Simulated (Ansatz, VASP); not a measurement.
Two plane-wave programs on Re

```xyz
1
Lattice="0.0000 1.9681 1.9681 1.9681 0.0000 1.9681 1.9681 1.9681 0.0000" Properties=species:S:1:pos:R:3 pbc="T T T"
Re    0.0000    0.0000    0.0000
```

Alike in both runs: task single point; functional PBE; k mesh 10 × 10 × 10; occupations gaussian, width 0.15 eV; no spin polarisation.

|  | VASP | Ansatz |
| --- | --- | --- |
| version | VASP 6.6.1 | Ansatz 0.2.0 |
| potentials or method | VASP PAW PBE potentials, release 64 (Re), cutoff 520 eV | scalar-relativistic, plane waves, PAW |
| valence electrons in the cell | 7 | 15 |

|  | VASP | Ansatz | Ansatz less VASP |
| --- | --- | --- | --- |
| gap on the k mesh at the Fermi level (eV) | none | none | - |
| pressure (GPa) | -6.5 | -5.8 | +0.66 |

A gap of «none» marks a metal or a gap that the smearing closes. VASP's potentials hold 7 valence electrons a cell and Ansatz's 15, so a difference there can come from the potentials and not from the codes.

Neither program's run includes spin-orbit coupling.
